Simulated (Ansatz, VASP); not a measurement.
# FeSn2F12 in VASP and in Ansatz

Contents of INCAR:

```
PREC = Accurate ; ENCUT = 520
EDIFF = 1E-6 ; ISMEAR = 0
SIGMA = 0.01 ; LREAL = Auto
LASPH = True ; NELM = 150
ALGO = Normal ; ISIF = 2
LWAVE = False ; LCHARG = True
ISPIN = 2 ; MAGMOM = 0 0 0.4 0 0 0 0 0 0 0 0 0 0 0 0
LORBIT = 11 ; LMAXMIX = 4
GGA = PE ; LELF = True
LVHAR = True ; NBANDS = 77
```

File KPOINTS:

```
regular mesh
0
Gamma
  3 3 1
```

POSCAR

```
FeSn2F12
1.0
   -2.0250000000      2.0250000000      3.9650000000
    2.0250000000     -2.0250000000      3.9650000000
    6.0750000000      6.0750000000    -11.8950000000
Sn Fe F
2 1 12
Direct
    0.0000000000      0.0000000000      0.0000000000
    0.0000000000      0.0000000000      0.3333333300
    0.0000000000      0.0000000000      0.6666666700
    0.2370000000      0.2370000000      0.0000000000
    0.2370000000      0.2370000000      0.3333333300
    0.2370000000      0.2370000000      0.6666666700
    0.7630000000      0.7630000000      0.0000000000
    0.7630000000      0.7630000000      0.3333333300
    0.7630000000      0.7630000000      0.6666666700
    0.5000000000      0.0000000000      0.1666666700
    0.5000000000      0.0000000000      0.5000000000
    0.5000000000      0.0000000000      0.8333333300
    0.0000000000      0.5000000000      0.1666666700
    0.0000000000      0.5000000000      0.5000000000
    0.0000000000      0.5000000000      0.8333333300
```

Input for Ansatz:

```yaml
crystal:
  lattice:
    - [-2.025, 2.025, 3.965]
    - [2.025, -2.025, 3.965]
    - [6.075, 6.075, -11.895]
  atoms:
    - { symbol: Sn, position: [0.0, 0.0, 0.0] }
    - { symbol: Sn, position: [0.0, 0.0, 0.33333333] }
    - { symbol: Fe, position: [0.0, 0.0, 0.66666667], spin: 0.4 }
    - { symbol: F, position: [0.237, 0.237, 0.0] }
    - { symbol: F, position: [0.237, 0.237, 0.33333333] }
    - { symbol: F, position: [0.237, 0.237, 0.66666667] }
    - { symbol: F, position: [0.763, 0.763, 0.0] }
    - { symbol: F, position: [0.763, 0.763, 0.33333333] }
    - { symbol: F, position: [0.763, 0.763, 0.66666667] }
    - { symbol: F, position: [0.5, 0.0, 0.16666667] }
    - { symbol: F, position: [0.5, 0.0, 0.5] }
    - { symbol: F, position: [0.5, 0.0, 0.83333333] }
    - { symbol: F, position: [0.0, 0.5, 0.16666667] }
    - { symbol: F, position: [0.0, 0.5, 0.5] }
    - { symbol: F, position: [0.0, 0.5, 0.83333333] }
magnetization:
  spin_polarized: true
hamiltonian:
  xc: pbe
  pseudopotentials: { kind: paw }
basis:
  ecutwfc: 420
kpoints:
  mp_grid: { grid: [3, 3, 1] }
scf:
  occupations: { method: gaussian, width: 0.01 }
  lower_state_search: "off"
output:
  forces: true
  stress: true
```

Change from the starting cell: parallel moments scaled by 0.1, plain SCF.

Alike in both runs: task single point; functional PBE; k mesh 3 × 3 × 1; occupations gaussian, width 0.01 eV; collinear spin.

```csv
,VASP,Ansatz
version,VASP 6.6.1,Ansatz 0.2.0
potentials or method,"VASP PAW PBE potentials, release 64 (Sn_d, Fe, F), cutoff 520 eV","PAW, plane waves, scalar-relativistic"
valence electrons in the cell,120,128
```

```tsv
	VASP	Ansatz	Ansatz less VASP
pressure (GPa)	1.8	1.3	-0.54
traceless stress, the component that is largest in VASP (GPa)	-1.94	-2.73	-0.790
rms of the force components (eV/Å)	0.773	0.772	-0.0013
net moment per atom (μB)	0.27	0.27	0.000
size of the moment on the site where the two differ most (μB)	3.37	3.14	-0.225
```

Site moments also hang on the region over which each program counts them. Atom by atom the forces differ by 0.072 eV/Å (rms over components). VASP's potentials hold 120 valence electrons a cell and Ansatz's 128, so a difference there can come from the potentials and not from the codes.

The k mesh is coarse, so the values compare programs but aren't converged.
